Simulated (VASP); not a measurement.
Write the native input for VASP 6.6.1 that does the following.

```yaml
Task: single point
Functional: PBEsol
Dispersion: D3(BJ)
Potentials_or_basis: VASP PAW PBE potentials, release 64 (Na_pv, H, F)
Cutoff: 520 eV
k_mesh: 9 × 9 × 9
Occupations: gaussian, width 0.05 eV
Spin: no spin polarisation
Dipole_correction: no
Further_INCAR_settings: ALGO = Normal; EDIFF = 1e-06; NBANDS = 19
```

The structure of NaHF2 lies in POSCAR:

```
NaHF2
1.0
    1.8338500000      1.0587737912      5.5561000000
   -1.8338500000      1.0587737912      5.5561000000
    0.0000000000     -2.1175475823      5.5561000000
Na H F
1 1 2
Direct
    0.0000000000      0.0000000000      0.0000000000
    0.5000000000      0.5000000000      0.5000000000
    0.4168825606      0.4168825606      0.4168825606
    0.5831174394      0.5831174394      0.5831174394
```

The input as run:

INCAR

```
  PREC = Accurate
  ENCUT = 520
  EDIFF = 1E-6
  ISMEAR = 0
  SIGMA = 0.05
  LREAL = F
  LASPH = T
  NELM = 80
  ALGO = Normal
  ISIF = 2
  LWAVE = F
  LCHARG = F
  GGA = PS
  IVDW = 12
  NBANDS = 19
```

KPOINTS

```
Automatic mesh
0
Gamma
  9 9 9
```

Potentials or basis: VASP PAW PBE potentials, release 64 (Na_pv, H, F).

The run is started by

```console
$ cat potpaw_PBE.64/Na_pv/POTCAR potpaw_PBE.64/H/POTCAR potpaw_PBE.64/F/POTCAR > POTCAR
$ mpirun -np 1 vasp_std > vasp.out
```

It gave:

```yaml
Pressure: -11.0 GPa
Largest_force: 2.328 eV/Å
Band_gap_on_the_k_mesh: 5.43 eV (least direct gap 5.52 eV)
Dispersion_energy_per_atom: -0.053 eV
```

Caveat: the stress differs along the axes, from -26 to -4 GPa; the PAW data sets were made with another functional, which shifts forces and pressure a little.

Wall time 2.8 min on 1 thread of Intel(R) Xeon(R) Platinum 8375C CPU @ 2.90GHz (Ice Lake), with other jobs on the host, peak memory 0.36 GiB.
